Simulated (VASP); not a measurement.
Set up this calculation in VASP 6.6.1, as the native input.

```yaml
Task: single point
Functional: PBE
Potentials_or_basis: VASP PAW PBE potentials, release 64 (Pb_d, S)
Cutoff: 520 eV
k_mesh: 8 × 8 × 7
Occupations: fermi-dirac, width 0.025 eV
Spin: no spin polarisation
Dipole_correction: no
Further_INCAR_settings: ALGO = Normal; EDIFF = 1e-07; NBANDS = 17
```

The structure of PbS lies in POSCAR:

```
PbS
1.0
    4.0896976867      0.0000000000      0.0000000000
   -2.0448488433      3.5417820905      0.0000000000
    0.0000000000      0.0000000000      3.7881670000
Pb S
1 1
Direct
    0.0000000000      0.0000000000      0.0000000000
    0.6666666667      0.3333333333      0.5000000000
```

These files were run (other wordings do the same):

INCAR

```
SYSTEM = PbS
PREC = Accurate ; ENCUT = 520
EDIFF = 1E-7 ; ISMEAR = -1
SIGMA = 0.025 ; LREAL = .False.
LASPH = .True. ; NELM = 100
ALGO = Normal ; ISIF = 2
LWAVE = .False. ; LCHARG = .True.
GGA = PE ; LELF = .True.
LVHAR = .True. ; NBANDS = 17
```

KPOINTS

```
Automatic mesh
0
Gamma
  8 8 7
  0 0 0
```

Potentials or basis: VASP PAW PBE potentials, release 64 (Pb_d, S).

Launch:

```sh
$ cat potpaw_PBE.64/Pb_d/POTCAR potpaw_PBE.64/S/POTCAR > POTCAR
$ mpirun -np 1 vasp_std > vasp.out
```

Results of the run:

```
Pressure               : 0.0 GPa
Band gap on the k mesh : 0.21 eV, indirect (least direct gap 1.65 eV)
```

Caveat: spin-orbit coupling is left out, which moves the levels of the heavy elements.

Wall time 46 s on 1 thread of Intel Xeon 8259CL, on a shared host, peak memory 0.18 GiB.
